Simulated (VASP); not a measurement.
Input of a VASP 6.6.1 run:

Contents of INCAR:

```
SYSTEM = Be2Cu11Ni3
PREC     = Accurate       ! precision mode
ENCUT    = 520            ! plane-wave cutoff, eV
EDIFF    = 1E-6           ! SCF threshold, eV
ISMEAR   = -1             ! smearing method
SIGMA    = 0.0724         ! smearing width, eV
LREAL    = Auto         
LASPH    = .True.         ! aspherical terms in the spheres
NELM     = 100            ! most SCF steps
ALGO     = Normal         ! electronic algorithm
ISIF     = 2              ! what is computed and relaxed
LWAVE    = .False.        ! write WAVECAR
LCHARG   = .False.        ! write CHGCAR
GGA      = PE             ! functional
NBANDS   = 92             ! bands
ISYM     = 0
```

Contents of KPOINTS:

```
Automatic mesh
0
Gamma
  1 1 1
  0.25 0.25 0.25
```

The input POSCAR:

```
Be2Cu11Ni3
1.0
    5.6151810000     -0.1125830000     -0.0418010000
   -0.1125830000      5.6341360000     -0.0260090000
   -0.0418010000     -0.0260090000      5.8223430000
Cu Ni Be
11 3 2
Direct
    0.8212462958      0.0839677064      0.7614712552
    0.0893848278      0.8183405415      0.9520048191
    0.3597191468      1.0023847401      0.2536694669
    0.5781417654      0.3015491684      1.0268019071
    0.4012020844      0.0036205023      0.6930627093
    0.9125915998      0.4983415874      0.1825128832
    0.6362266924      0.7653245945      0.9830266337
    0.5976296781      0.3197107482      0.4651041471
    0.6749993979      0.7792121221      0.4189554236
    0.3365370941      0.5478488763      0.2136845233
    0.0984272461      0.3011417938      0.5016950658
    0.3573611308      0.5508174230      0.7533732147
    0.9028304879      0.0526102095      0.1942677641
    0.0584985911      0.7515202116      0.5142885929
    0.9048667041      0.5331023332      0.7414909757
    0.1656118923      0.2658425058      0.9400110987
```

Potentials or basis: VASP PAW PBE potentials, release 64 (Cu, Ni, Be).

Launch:

```sh
$ cat potpaw_PBE.64/Cu/POTCAR potpaw_PBE.64/Ni/POTCAR potpaw_PBE.64/Be/POTCAR > POTCAR
$ mpirun -np 1 vasp_std > vasp.out
```

Task: Estimate the largest force.

Result: 2.418 eV/Å.

Task: What does it give for the pressure?

Result: 2.2 GPa.

Forces in eV/Å, atoms in the order of the input:
```
Cu   0.553  0.254 -0.642
Cu   1.133 -0.552 -0.623
Cu  -0.664  0.443 -0.114
Cu   0.253 -1.007 -1.248
Cu  -0.518  0.193  0.304
Cu   0.084  0.137  0.059
Cu  -0.028  0.132 -0.053
Cu   0.629  0.166  0.229
Cu  -1.300 -0.461  0.813
Cu  -0.743  0.803  0.663
Cu   0.374 -0.654  0.130
Ni  -0.180 -0.733 -0.551
Ni  -0.330  1.031  0.895
Ni   1.872  1.431 -0.542
Be  -0.905 -1.038  0.624
Be  -0.231 -0.145  0.055
```

Caveat: the k points lie up to 1.12 Å⁻¹ apart. Spin polarisation is off, so any magnetic state and its effect on volume and gap are missing.
